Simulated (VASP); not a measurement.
# In2Sb2H10 in VASP: single point with PBE

Aim: the single point of In2Sb2H10 with PBE.

Everything below comes from runs of VASP 6.6.1. Logs are shortened: lines on timing, memory, paths and dates and some standing lists are left out, and cuts for length are marked.

## (1) The cell of the first run

The cell holds a cluster in a box, 14 atoms: a = 15.000 Å, b = 13.600 Å, c = 13.900 Å, α = 90.00°, β = 90.00°, γ = 90.00°.

## (2) Single point, PBE

File INCAR:

```
  ALGO = Normal
  EDIFF = 1E-6
  ENCUT = 520
  GGA = PE
  ISIF = 2
  ISMEAR = 0
  LASPH = T
  LCHARG = F
  LREAL = F
  LWAVE = F
  NBANDS = 36
  NELM = 100
  PREC = Accurate
  SIGMA = 0.05
```

File KPOINTS:

```
k-points
0
Gamma
  1 1 1
```

File POSCAR:

```
InSbH5
1.0
   15.0000000000      0.0000000000      0.0000000000
    0.0000000000     13.6000000000      0.0000000000
    0.0000000000      0.0000000000     13.9000000000
In Sb H
2 2 10
Direct
    0.4418224168      0.4663685151      0.3616723745
    0.6317704969      0.5135409478      0.6410271746
    0.5767102054      0.3817104055      0.4779186198
    0.3833102204      0.6200162480      0.5115735505
    0.4804497325      0.5496485515      0.2772230242
    0.3395133416      0.4073776319      0.3602298729
    0.5301331413      0.2702624880      0.5052271113
    0.6483753309      0.3357478546      0.3935018418
    0.5206007336      0.5579941252      0.6427089615
    0.7062651753      0.5881288354      0.5787941961
    0.6632216099      0.4332854489      0.7315719728
    0.4406420338      0.7224558307      0.5454775618
    0.3383962767      0.5928823991      0.6209145938
    0.2918610818      0.6838184388      0.4702448988
```

Potentials or basis: VASP PAW PBE potentials, release 64 (In_d, Sb, H).

The run is started by

```bash
$ cat potpaw_PBE.64/In_d/POTCAR potpaw_PBE.64/Sb/POTCAR potpaw_PBE.64/H/POTCAR > POTCAR
$ mpirun -np 1 vasp_gam > vasp.out
```

OUTCAR:

```text
EDIFF = 1E-6
   ENCUT = 520
   GGA = PE
   ISIF = 2
   ISMEAR = 0
   LASPH = T
   LREAL = F
   NELM = 100
   PREC = Accurate

 ion  position               nearest neighbor table
   1  0.442  0.466  0.362-   5 1.73   6 1.73   3 2.83   4 3.08
   2  0.632  0.514  0.641-  11 1.73  10 1.74   9 1.77   3 3.01
   3  0.577  0.382  0.478-   8 1.71   7 1.71   1 2.83   2 3.01
   4  0.383  0.620  0.512-  13 1.70  12 1.70  14 1.72   1 3.08
   5  0.480  0.550  0.277-   1 1.73
   6  0.340  0.407  0.360-   1 1.73
   7  0.530  0.270  0.505-   3 1.71
   8  0.648  0.336  0.394-   3 1.71
   9  0.521  0.558  0.643-   2 1.77
  10  0.706  0.588  0.579-   2 1.74
  11  0.663  0.433  0.732-   2 1.73
  12  0.441  0.722  0.545-   4 1.70
  13  0.338  0.593  0.621-   4 1.70
  14  0.292  0.684  0.470-   4 1.72

  LATTYP: Found a simple orthorhombic cell.
 ALAT       =    13.6000000000
 B/A-ratio  =     1.0220588235
 C/A-ratio  =     1.1029411765

  Lattice vectors:

 A1 = (   0.0000000000,  13.6000000000,   0.0000000000)
 A2 = (   0.0000000000,   0.0000000000,  13.9000000000)
 A3 = (  15.0000000000,   0.0000000000,   0.0000000000)

Analysis of symmetry for initial positions (statically):
=====================================================================
 Subroutine PRICEL returns:
 Original cell was already a primitive cell.

 Routine SETGRP: Setting up the symmetry group for a
 simple orthorhombic supercell.

 Subroutine GETGRP returns: Found  1 space group operations
 (whereof  1 operations were pure point group operations)
 out of a pool of  8 trial point group operations.

The static configuration has the point symmetry C_1 .

Analysis of symmetry for dynamics (positions and initial velocities):
=====================================================================
 Subroutine PRICEL returns:
 Original cell was already a primitive cell.

 Routine SETGRP: Setting up the symmetry group for a
 simple orthorhombic supercell.

 Subroutine GETGRP returns: Found  1 space group operations
 (whereof  1 operations were pure point group operations)
 out of a pool of  8 trial point group operations.

The dynamic configuration has the point symmetry C_1 .

 Subroutine INISYM returns: Found  1 space group operations
 (whereof  1 operations are pure point group operations),
 and found     1 'primitive' translations

----------------------------------------------------------------------------------------

                                     Primitive cell

  volume of cell :    2835.6000

  direct lattice vectors                    reciprocal lattice vectors
    15.000000000  0.000000000  0.000000000     0.066666667  0.000000000  0.000000000
     0.000000000 13.600000000  0.000000000     0.000000000  0.073529412  0.000000000
     0.000000000  0.000000000 13.900000000     0.000000000  0.000000000  0.071942446

  length of vectors
    15.000000000 13.600000000 13.900000000     0.066666667  0.073529412  0.071942446

  position of ions in fractional coordinates (direct lattice)
     0.441822417  0.466368515  0.361672375
     0.631770497  0.513540948  0.641027175
     0.576710205  0.381710406  0.477918620
     0.383310220  0.620016248  0.511573551
     0.480449732  0.549648551  0.277223024
     0.339513342  0.407377632  0.360229873
     0.530133141  0.270262488  0.505227111
     0.648375331  0.335747855  0.393501842
     0.520600734  0.557994125  0.642708961
     0.706265175  0.588128835  0.578794196
     0.663221610  0.433285449  0.731571973
     0.440642034  0.722455831  0.545477562
     0.338396277  0.592882399  0.620914594
     0.291861082  0.683818439  0.470244899

  ion indices of the primitive-cell ions
   primitive index   ion index
                 1           1
                 2           2
                 3           3
                 4           4
                 5           5
                 6           6
                 7           7
                 8           8
                 9           9
                10          10
                11          11
                12          12
                13          13
                14          14

----------------------------------------------------------------------------------------

 KPOINTS: k-points

Automatic generation of k-mesh.
 Grid dimensions read from file:
 generate k-points for:    1    1    1

 Generating k-lattice:

  Cartesian coordinates                     Fractional coordinates (reciprocal lattice)
     0.066666667  0.000000000  0.000000000     1.000000000  0.000000000  0.000000000
     0.000000000  0.073529412  0.000000000     0.000000000  1.000000000  0.000000000
     0.000000000  0.000000000  0.071942446     0.000000000  0.000000000  1.000000000

  Length of vectors
     0.066666667  0.073529412  0.071942446

  Shift w.r.t. Gamma in fractional coordinates (k-lattice)
     0.000000000  0.000000000  0.000000000

 Subroutine IBZKPT returns following result:
 ===========================================

 Found      1 irreducible k-points:

 Following reciprocal coordinates:
            Coordinates               Weight
  0.000000  0.000000  0.000000      1.000000
   k-points           NKPTS =      1   k-points in BZ     NKDIM =      1   number of bands    NBANDS=     36
   number of dos      NEDOS =    301   number of ions     NIONS =     14
   total plane-waves  NPLWV = ******
   dimension x,y,z NGX =   112 NGY =  108 NGZ =  108
   dimension x,y,z NGXF=   224 NGYF=  216 NGZF=  216
   ions per type =               2   2  10
   NGX,Y,Z   is equivalent  to a cutoff of  12.41, 13.20, 12.92 a.u.
   NGXF,Y,Z  is equivalent  to a cutoff of  24.83, 26.40, 25.83 a.u.
 SYSTEM =  unknown system
   PREC   = accura    normal or accurate (medium, high low for compatibility)
   ISTART =      0    job   : 0-new  1-cont  2-samecut
   ICHARG =      2    charge: 1-file 2-atom 10-const
   ISPIN  =      1    spin polarized calculation?
   LNONCOLLINEAR =      F non collinear calculations
   LSORBIT =      F    spin-orbit coupling
   LASPH  =      T    aspherical Exc in radial PAW
   ENCUT  =  520.0 eV  38.22 Ry    6.18 a.u.  27.89 25.29 25.84*2*pi/ulx,y,z
   NELM   =    100;   NELMIN=  2; NELMDL= -5     # of ELM steps
   EDIFF  = 0.1E-05   stopping-criterion for ELM
   LREAL  =      F    real-space projection
   EDIFFG = 0.1E-04   stopping-criterion for IOM
   NSW    =      0    number of steps for IOM
   IBRION =     -1    ionic relax: 0-MD 1-quasi-New 2-CG
   NFREE  =      0    steps in history (QN), initial steepest desc. (CG)
   ISIF   =      2    stress and relaxation
   ISYM   =      2    0-nonsym 1-usesym 2-fastsym
   POTIM  = 0.5000    time-step for ionic-motion
   TEBEG  =    0.0;   TEEND  =   0.0 temperature during run
   PSTRESS=    0.0 pullay stress
   NELECT =      46.0000    total number of electrons
   NUPDOWN=      -1.0000    fix difference up-down
   EMIN   =  10.00;   EMAX   =-10.00  energy-range for DOS
   EFERMI =   0.00;   METHOD = LEGACY
   ISMEAR =     0;   SIGMA  =   0.05  broadening in eV -4-tet -1-fermi 0-gaus
   EFERMI_NEDOS =   21; number of points for ismear=-14 and -15
   IALGO  =     38    algorithm
   IMIX   =      4    mixing-type and parameters
     AMIX     =   0.40;   BMIX     =  1.00
     AMIX_MAG =   1.60;   BMIX_MAG =  1.00
  volume/ion in A,a.u.               =     202.54      1366.83
  Fermi-wavevector in a.u.,A,eV,Ry     =   0.414425  0.783149  2.336773  0.171748
  Thomas-Fermi vector in A             =   1.372704
   LORBIT       =      0    0 simple, 1 ext, 2 COOP (PROOUT), +10 PAW based schemes
   GGA     = PE    functional components
   LHFCALC =     F    Hartree Fock is set to
   AEXX    =    0.0000 exact exchange contribution
   IVDW    =     0    specifies the selected vdW correction
   LEPSILON=     F    determine dielectric tensor
   LRPA    =     F    only Hartree local field effects (RPA)
 non-spin polarized calculation
 Gauss-broadening in eV      SIGMA  =   0.05
  energy-cutoff  :      520.00
  volume of cell :     2835.60
 maximum number of plane-waves:     38178
 NGX is ok and might be reduce to   112
   NGX = 55   NGY = 51   NGZ = 51

 number of electron      46.0000009 magnetization

 Free energy of the ion-electron system (eV)
  ---------------------------------------------------
  ext. energy  EPLUGINS =         0.00000000
  ---------------------------------------------------
  free energy    TOTEN  =       -42.83236341 eV

  energy without entropy =      -42.83236341  energy(sigma->0) =      -42.83236341

 E-fermi :  -5.2874     XC(G=0):  -1.1136

 val. band max:       -5.5579996996   @ k =   0.0000   0.0000   0.0000
 cond. band min:      -1.7076877057   @ k =   0.0000   0.0000   0.0000
 fundamental gap:      3.8503119939
 Fermi energy:        -5.2873518273

 k-point     1 :       0.0000    0.0000    0.0000
  band No.  band energies     occupation
      1     -18.5744      2.00000
      2     -18.4522      2.00000
      3     -18.4154      2.00000
      4     -18.3647      2.00000
      5     -18.3498      2.00000
      6     -17.7644      2.00000
      7     -17.6202      2.00000
      8     -17.6030      2.00000
      9     -17.5373      2.00000
     10     -17.5082      2.00000
     11     -14.7591      2.00000
     12     -13.9221      2.00000
     13     -10.1178      2.00000
     14      -9.7799      2.00000
     15      -8.8164      2.00000
     16      -8.6376      2.00000
     17      -8.3222      2.00000
     18      -7.1397      2.00000
     19      -6.8296      2.00000
     20      -6.7108      2.00000
     21      -6.0575      2.00000
     22      -5.9540      2.00000
     23      -5.5580      2.00000
     24      -1.7077      0.00000
     25      -1.3152      0.00000
     26      -1.1235      0.00000
     27      -0.9618      0.00000
     28      -0.7735      0.00000
     29      -0.7524      0.00000
     30      -0.2464      0.00000
     31       0.0841      0.00000
     32       0.3860      0.00000
     33       0.3963      0.00000
     34       0.5859      0.00000
     35       0.6441      0.00000
 [bands above 35 left out]

------------------------ aborting loop because EDIFF is reached ----------------------------------------

  FORCE on cell =-STRESS in cart. coord.  units (eV):
  Direction    XX          YY          ZZ          XY          YZ          ZX
  --------------------------------------------------------------------------------------
  -------------------------------------------------------------------------------------
  Total        0.1888131      0.1379027      0.1121116      0.0437905     -0.0136530     -0.1056888
  in kB        0.1066836      0.0779181      0.0633455      0.0247426     -0.0077142     -0.0597165
  external PRESSURE =       0.0826491 kB  Pullay stress =       0.0000000 kB

 VOLUME and BASIS-vectors are now :
 -----------------------------------------------------------------------------
  energy-cutoff  :      520.00
  volume of cell :     2835.60
      direct lattice vectors                 reciprocal lattice vectors
    15.000000000  0.000000000  0.000000000     0.066666667  0.000000000  0.000000000
     0.000000000 13.600000000  0.000000000     0.000000000  0.073529412  0.000000000
     0.000000000  0.000000000 13.900000000     0.000000000  0.000000000  0.071942446

 POSITION                                       TOTAL-FORCE (eV/Angst)
 -----------------------------------------------------------------------------------
      6.62734      6.34261      5.02725        -0.015613      0.004777      0.003279
      9.47656      6.98416      8.91028         0.005066      0.004369     -0.016808
      8.65065      5.19126      6.64307        -0.031746      0.140041      0.083234
      5.74965      8.43222      7.11087         0.095709     -0.114040     -0.110348
      7.20675      7.47522      3.85340         0.001511      0.004701     -0.000008
      5.09270      5.54034      5.00720        -0.002775     -0.008022      0.000931
      7.95200      3.67557      7.02266        -0.039526     -0.088789      0.017901
      9.72563      4.56617      5.46968         0.082442     -0.038508     -0.090648
      7.80901      7.58872      8.93365        -0.007218      0.005028     -0.003573
     10.59398      7.99855      8.04524         0.001076     -0.011069      0.005042
      9.94832      5.89268     10.16885        -0.002722     -0.002994      0.006288
      6.60963      9.82540      7.58214         0.055711      0.072986      0.030454
      5.07594      8.06320      8.63071        -0.057679     -0.012984      0.092904
      4.37792      9.29993      6.53640        -0.084236      0.044503     -0.018648
 -----------------------------------------------------------------------------------
    total drift:                                0.000266      0.000525      0.000513

  FREE ENERGIE OF THE ION-ELECTRON SYSTEM (eV)
  ---------------------------------------------------
  free  energy   TOTEN  =       -42.8323634135 eV

  energy  without entropy=      -42.8323634135  energy(sigma->0) =      -42.83236341
```

Wall time 7.3 min (1 thread of Intel Xeon Platinum 8259CL at 2.50GHz (Skylake/Cascade Lake), shared host); peak memory 1.9 GiB.

Results:

```
Free energy                     : -42.8324 eV
Largest force                   : 0.185 eV/Å
Gap between the frontier levels : 3.85 eV
```

Forces in eV/Å, atoms in the order of the input:
```
In  -0.016  0.005  0.003
In   0.005  0.004 -0.017
Sb  -0.032  0.140  0.083
Sb   0.096 -0.114 -0.110
H    0.002  0.005  0.000
H   -0.003 -0.008  0.001
H   -0.040 -0.089  0.018
H    0.082 -0.039 -0.091
H   -0.007  0.005 -0.004
H    0.001 -0.011  0.005
H   -0.003 -0.003  0.006
H    0.056  0.073  0.030
H   -0.058 -0.013  0.093
H   -0.084  0.045 -0.019
```

Levels at points of the mesh, in eV from the valence-band top:
```tsv
k point	band 21	band 22	band 23	band 24	band 25	band 26
(0.00, 0.00, 0.00)	-0.50	-0.40	0.00	3.85	4.24	4.43
```

Caveat: spin-orbit coupling is left out, which moves the levels of the heavy elements.
